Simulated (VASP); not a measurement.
Runs of VASP 6.6.1 on Al4NiPd3. The structure is that of space group P4/mmm (No. 123), or close to it. The cells are those of the table. 

```tsv
cell	gap on the mesh (eV)	pressure (GPa)
a = 4.361, b = 4.361, c = 6.239 Å, 8 atoms	none	(a)
a = 4.277, b = 4.277, c = 6.119 Å, 8 atoms	none	-0.2
a = 4.319, b = 4.319, c = 6.180 Å, 8 atoms	none	-4.3
a = 4.234, b = 4.234, c = 6.058 Å, 8 atoms	none	5.1
```

Alike in all rows: task single point; level PBE; potentials or basis VASP PAW PBE potentials, release 64 (Al, Ni, Pd); no spin polarisation; k mesh 10 × 10 × 6; cutoff (eV) 520; smearing gaussian 0.1 eV.

**Question.** Fill in the values left out.

**Answer.** (a) -7.9.

Caveats: the cell stands under tension (at least some runs); the cell stands under pressure (at least some runs).

A k mesh can miss the band edges, and the runs leave out spin-orbit coupling on Pd.

A gap of «none» marks levels without a gap at the run's occupations.
